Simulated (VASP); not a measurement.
# Sb (I4/mmm) in VASP: further runs

The runs below take Sb through single point, with r2SCAN.

Everything below comes from runs of VASP 6.6.1. Logs are shortened: lines on timing, memory, paths and dates and some standing lists are left out, and cuts for length are marked.

## 1. The cell of the first run

Symmetry: I4/mmm, No. 139, tetragonal system. The conventional cell has a = 3.443 Å, b = 3.443 Å, c = 4.042 Å, α = 90.00°, β = 90.00°, γ = 90.00°. Within 4.2 Å of Sb (site symmetry 4/mmm) lie 14 Sb at 3.16 to 4.04 Å.

## 2. Single point, r2SCAN (strain -0.080 along x and y, +0.080 along z)

POSCAR reads:

```
Sb
1.0
   -1.7216336154      1.7216336154      2.0210481572
    1.7216336154     -1.7216336154      2.0210481572
    1.7216336154      1.7216336154     -2.0210481572
Sb
1
Direct
    0.0000000000      0.0000000000      0.0000000000
```

INCAR.step1 reads:

```
  ALGO = Normal
  EDIFF = 1E-4
  ENCUT = 520
  GGA = PE
  ISMEAR = 0
  LASPH = True
  LCHARG = False
  LREAL = False
  LWAVE = True
  NBANDS = 8
  NELM = 100
  PREC = Accurate
  SIGMA = 0.15
```

INCAR.step2 reads:

```
  ALGO = Normal
  EDIFF = 1E-6
  ENCUT = 520
  ISIF = 2
  ISMEAR = 0
  ISTART = 1
  LASPH = True
  LCHARG = True
  LELF = True
  LMIXTAU = True
  LREAL = False
  LVHAR = True
  LWAVE = False
  METAGGA = R2SCAN
  NBANDS = 8
  NELM = 100
  PREC = Accurate
  SIGMA = 0.15
```

KPOINTS reads:

```
k-points
0
Gamma
  18 18 18
```

Potentials or basis: VASP PAW PBE potentials, release 64 (Sb).

The run is started by

```sh
> cat potpaw_PBE.64/Sb/POTCAR > POTCAR
> cp INCAR.step1 INCAR
> mpirun -np 1 vasp_std > vasp.out
> cp INCAR.step2 INCAR
> mpirun -np 1 vasp_std > vasp.out
```

OUTCAR:

```text
EDIFF = 1E-6
   ENCUT = 520
   ISIF = 2
   ISMEAR = 0
   ISTART = 1
   LASPH = True
   LREAL = False
   METAGGA = R2SCAN
   NELM = 100
   PREC = Accurate

 ion  position               nearest neighbor table
   1  0.000  0.000  0.000-

  LATTYP: Found a body centered tetragonal cell.
 ALAT       =     3.4432672308
 C/A-ratio  =     1.1739130435

  Lattice vectors:

 A1 = (  -1.7216336154,   1.7216336154,   2.0210481572)
 A2 = (   1.7216336154,  -1.7216336154,   2.0210481572)
 A3 = (   1.7216336154,   1.7216336154,  -2.0210481572)

Analysis of symmetry for initial positions (statically):
=====================================================================
 Subroutine PRICEL returns:
 Original cell was already a primitive cell.

 Routine SETGRP: Setting up the symmetry group for a
 body centered tetragonal supercell.

 Subroutine GETGRP returns: Found 16 space group operations
 (whereof 16 operations were pure point group operations)
 out of a pool of 16 trial point group operations.

The static configuration has the point symmetry D_4h.

Analysis of symmetry for dynamics (positions and initial velocities):
=====================================================================
 Subroutine PRICEL returns:
 Original cell was already a primitive cell.

 Routine SETGRP: Setting up the symmetry group for a
 body centered tetragonal supercell.

 Subroutine GETGRP returns: Found 16 space group operations
 (whereof 16 operations were pure point group operations)
 out of a pool of 16 trial point group operations.

The dynamic configuration has the point symmetry D_4h.

 Subroutine INISYM returns: Found 16 space group operations
 (whereof 16 operations are pure point group operations),
 and found     1 'primitive' translations

----------------------------------------------------------------------------------------

                                     Primitive cell

  volume of cell :      23.9617

  direct lattice vectors                    reciprocal lattice vectors
    -1.721633615  1.721633615  2.021048157     0.000000000  0.290421839  0.247396381
     1.721633615 -1.721633615  2.021048157     0.290421839  0.000000000  0.247396381
     1.721633615  1.721633615 -2.021048157     0.290421839  0.290421839  0.000000000

  length of vectors
     3.164281951  3.164281951  3.164281951     0.381509913  0.381509913  0.410718503

  position of ions in fractional coordinates (direct lattice)
     0.000000000  0.000000000  0.000000000

  ion indices of the primitive-cell ions
   primitive index   ion index
                 1           1

----------------------------------------------------------------------------------------

 KPOINTS: k-points

Automatic generation of k-mesh.
 Grid dimensions read from file:
 generate k-points for:   18   18   18

 Generating k-lattice:

  Cartesian coordinates                     Fractional coordinates (reciprocal lattice)
     0.000000000  0.016134547  0.013744243     0.055555556  0.000000000  0.000000000
     0.016134547  0.000000000  0.013744243     0.000000000  0.055555556  0.000000000
     0.016134547  0.016134547  0.000000000     0.000000000  0.000000000  0.055555556

  Length of vectors
     0.021194995  0.021194995  0.022817695

  Shift w.r.t. Gamma in fractional coordinates (k-lattice)
     0.000000000  0.000000000  0.000000000

 Subroutine IBZKPT returns following result:
 ===========================================

 Found    480 irreducible k-points:

 Following reciprocal coordinates:
            Coordinates               Weight
  0.000000  0.000000  0.000000      1.000000
  0.055556  0.000000 -0.000000      8.000000
  0.111111  0.000000 -0.000000      8.000000
  0.166667  0.000000 -0.000000      8.000000
  0.222222  0.000000 -0.000000      8.000000
  0.277778  0.000000 -0.000000      8.000000
[... 16 lines left out ...]
 -0.277778  0.055556  0.000000     16.000000
 -0.222222  0.055556  0.000000     16.000000
 [... further k-points ...]
   k-points           NKPTS =    480   k-points in BZ     NKDIM =    480   number of bands    NBANDS=      8
   number of dos      NEDOS =    301   number of ions     NIONS =      1
   total plane-waves  NPLWV =  13824
   dimension x,y,z NGX =    24 NGY =   24 NGZ =   24
   dimension x,y,z NGXF=    48 NGYF=   48 NGZF=   48
   ions per type =               1
   NGX,Y,Z   is equivalent  to a cutoff of  12.61, 12.61, 12.61 a.u.
   NGXF,Y,Z  is equivalent  to a cutoff of  25.22, 25.22, 25.22 a.u.
 SYSTEM =  unknown system
   PREC   = accura    normal or accurate (medium, high low for compatibility)
   ISTART =      1    job   : 0-new  1-cont  2-samecut
   ICHARG =      0    charge: 1-file 2-atom 10-const
   ISPIN  =      1    spin polarized calculation?
   LNONCOLLINEAR =      F non collinear calculations
   LSORBIT =      F    spin-orbit coupling
   LASPH  =      T    aspherical Exc in radial PAW
   ENCUT  =  520.0 eV  38.22 Ry    6.18 a.u.   5.88  5.88  5.88*2*pi/ulx,y,z
   NELM   =    100;   NELMIN=  2; NELMDL=  0     # of ELM steps
   EDIFF  = 0.1E-05   stopping-criterion for ELM
   LREAL  =      F    real-space projection
   EDIFFG = 0.1E-04   stopping-criterion for IOM
   NSW    =      0    number of steps for IOM
   IBRION =     -1    ionic relax: 0-MD 1-quasi-New 2-CG
   NFREE  =      0    steps in history (QN), initial steepest desc. (CG)
   ISIF   =      2    stress and relaxation
   ISYM   =      2    0-nonsym 1-usesym 2-fastsym
   POTIM  = 0.5000    time-step for ionic-motion
   TEBEG  =    0.0;   TEEND  =   0.0 temperature during run
   PSTRESS=    0.0 pullay stress
   NELECT =       5.0000    total number of electrons
   NUPDOWN=      -1.0000    fix difference up-down
   EMIN   =  10.00;   EMAX   =-10.00  energy-range for DOS
   EFERMI =   0.00;   METHOD = LEGACY
   ISMEAR =     0;   SIGMA  =   0.15  broadening in eV -4-tet -1-fermi 0-gaus
   EFERMI_NEDOS =   21; number of points for ismear=-14 and -15
   IALGO  =     38    algorithm
   IMIX   =      4    mixing-type and parameters
     AMIX     =   0.40;   BMIX     =  1.00
     AMIX_MAG =   1.60;   BMIX_MAG =  1.00
  volume/ion in A,a.u.               =      23.96       161.70
  Fermi-wavevector in a.u.,A,eV,Ry     =   0.971014  1.834950 12.828499  0.942868
  Thomas-Fermi vector in A             =   2.101196
   LORBIT       =      0    0 simple, 1 ext, 2 COOP (PROOUT), +10 PAW based schemes
   METAGGA = R2SCAN    functional components
   LHFCALC =     F    Hartree Fock is set to
   AEXX    =    0.0000 exact exchange contribution
   IVDW    =     0    specifies the selected vdW correction
   LEPSILON=     F    determine dielectric tensor
   LRPA    =     F    only Hartree local field effects (RPA)
 non-spin polarized calculation
 Gauss-broadening in eV      SIGMA  =   0.15
  energy-cutoff  :      520.00
  volume of cell :       23.96
 maximum number of plane-waves:       676
   NGX = 11   NGY = 11   NGZ = 11

 number of electron       5.0000000 magnetization

 Free energy of the ion-electron system (eV)
  ---------------------------------------------------
  ext. energy  EPLUGINS =         0.00000000
  ---------------------------------------------------
  free energy    TOTEN  =       -25.21336105 eV

  energy without entropy =      -25.20754310  energy(sigma->0) =      -25.21045208

 E-fermi :  10.0205     XC(G=0): -11.3685

 val. band max:       10.0161936198   @ k =  -0.3889   0.4444   0.0556
 cond. band min:      10.0248689451   @ k =  -0.1111  -0.2222   0.0556
 fundamental gap:      0.0086753253
 Fermi energy:        10.0205006334

 k-point     1 :       0.0000    0.0000    0.0000
  band No.  band energies     occupation
      1      -4.4991      2.00000
      2      16.5128      0.00000
      3      16.8506      0.00000
      4      16.8506      0.00000
      5      20.8254      0.00000
      6      20.8254      0.00000
      7      21.4988      0.00000
      8      22.1731      0.00000

 k-point     2 :       0.0556    0.0000   -0.0000
  band No.  band energies     occupation
      1      -4.4259      2.00000
      2      15.9292      0.00000
      3      16.6129      0.00000
      4      16.6398      0.00000
      5      20.4616      0.00000
      6      21.0050      0.00000
      7      21.5960      0.00000
      8      22.8568      0.00000

 k-point     3 :       0.1111    0.0000   -0.0000
  band No.  band energies     occupation
      1      -4.2064      2.00000
      2      14.2944      0.00000
      3      16.0483      0.00000
      4      16.4720      0.00000
      5      20.0376      0.00000
      6      21.0412      0.00000
      7      21.9386      0.00000
      8      22.6688      0.00000

 k-point     4 :       0.1667    0.0000   -0.0000
  band No.  band energies     occupation
      1      -3.8414      2.00000
      2      12.3597      0.00000
      3      15.3709      0.00000
      4      16.2583      0.00000
      5      19.7093      0.00000
      6      20.5219      0.00000
      7      21.8707      0.00000
      8      22.6283      0.00000

 k-point     5 :       0.2222    0.0000   -0.0000
  band No.  band energies     occupation
      1      -3.3324      2.00000
      2      10.3942      0.00043
      3      14.7016      0.00000
      4      16.0124      0.00000
      5      19.4114      0.00000
      6      19.9197      0.00000
      7      21.4760      0.00000
      8      23.2397      0.00000
[... 177 lines left out ...]
 k-point    22 :      -0.3333    0.0556    0.0000
  band No.  band energies     occupation
      1      -2.1870      2.00000
      2       7.4922      2.00000
      3      13.5504      0.00000
      4      15.1455      0.00000
      5      19.1392      0.00000
      6      19.3153      0.00000
      7      20.8953      0.00000
      8      25.0667      0.00000

 k-point    23 :      -0.2778    0.0556    0.0000
  band No.  band energies     occupation
      1      -2.9125      2.00000
      2       9.3145      2.00000
      3      14.1357      0.00000
      4      15.3995      0.00000
      5      19.3393      0.00000
      6      19.6287      0.00000
      7      21.0967      0.00000
      8      24.0635      0.00000

 k-point    24 :      -0.2222    0.0556    0.0000
  band No.  band energies     occupation
      1      -3.5031      2.00000
      2      11.2319      0.00000
      3      14.8035      0.00000
      4      15.6794      0.00000
      5      19.5759      0.00000
      6      20.0025      0.00000
      7      21.5235      0.00000
      8      23.0558      0.00000

 [... further k-points ...]
[... 5 lines left out ...]
  --------------------------------------------------------------------------------------
  -------------------------------------------------------------------------------------
  Total        1.7956838      1.7956838      0.9392461      0.0000000      0.0000000      0.0000000
  in kB      120.0666318    120.0666318     62.8017694      0.0000000      0.0000000      0.0000000
  external PRESSURE =     100.9783443 kB  Pullay stress =       0.0000000 kB

 VOLUME and BASIS-vectors are now :
 -----------------------------------------------------------------------------
  energy-cutoff  :      520.00
  volume of cell :       23.96
      direct lattice vectors                 reciprocal lattice vectors
    -1.721633615  1.721633615  2.021048157     0.000000000  0.290421839  0.247396381
     1.721633615 -1.721633615  2.021048157     0.290421839  0.000000000  0.247396381
     1.721633615  1.721633615 -2.021048157     0.290421839  0.290421839  0.000000000

 POSITION                                       TOTAL-FORCE (eV/Angst)
 -----------------------------------------------------------------------------------
      0.00000      0.00000      0.00000        -0.000000      0.000000     -0.000000
 -----------------------------------------------------------------------------------
    total drift:                               -0.000000      0.000000      0.000000

  FREE ENERGIE OF THE ION-ELECTRON SYSTEM (eV)
  ---------------------------------------------------
  free  energy   TOTEN  =       -25.2133610542 eV

  energy  without entropy=      -25.2075430985  energy(sigma->0) =      -25.21045208
```

Wall time 73 s (1 thread of Intel Xeon 6975P-C (Granite Rapids), shared host); peak memory 0.21 GiB.

What came out:

```yaml
Free_energy: -25.2134 eV
Pressure: 10.1 GPa
```

Stress tensor (GPa, compression positive):
```
12.01  0.00  0.00
 0.00 12.01  0.00
 0.00  0.00  6.28
```

Caveat: the cell differs from its parent crystal (strain -0.080 along x and y, +0.080 along z); the PAW data sets were made with another functional, which shifts forces and pressure a little; spin-orbit coupling is left out, which moves the levels of the heavy elements.

(Continued in part 2 of 2.)
